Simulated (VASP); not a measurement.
## MoH5: single point with PBE

The system is MoH5.

```
CELL_PARAMETERS angstrom
0.00000 2.43923 2.43923
2.43923 0.00000 2.43923
2.43923 2.43923 0.00000
ATOMIC_POSITIONS crystal
H 0.37262 0.37262 0.88213
H 0.37262 0.88213 0.37262
H 0.88213 0.37262 0.37262
H 0.37262 0.37262 0.37262
H 0.75000 0.75000 0.75000
Mo 0.00000 0.00000 0.00000
```

| Quantity | Value |
| --- | --- |
| Program | VASP 6.6.1 |
| Task | single point |
| Functional | PBE |
| Potentials or basis | VASP PAW PBE potentials, release 64 (H, Mo_sv) |
| Cutoff | 520 eV |
| k mesh | 14 × 14 × 14 |
| Occupations | gaussian, width 0.1 eV |
| Spin | no spin polarisation |

```json
{"Pressure": "0.0 GPa"}
```

Levels at points of the mesh, in eV from the Fermi level:
```tsv
k point	band 8	band 9	band 10	band 11	band 12	band 13
(0.00, 0.00, 0.00)	-3.64	-1.10	-1.04	-1.04	3.11	3.11
(0.50, 0.00, 0.00)	-4.33	-0.89	0.08	0.08	2.18	4.96
(0.50, 0.50, 0.00)	-1.16	-1.16	0.07	0.56	0.56	3.28
```

Run time: 25 s on 1 thread of Intel(R) Xeon(R) 6975P-C (Granite Rapids) (shared host), peak memory 0.19 GiB.
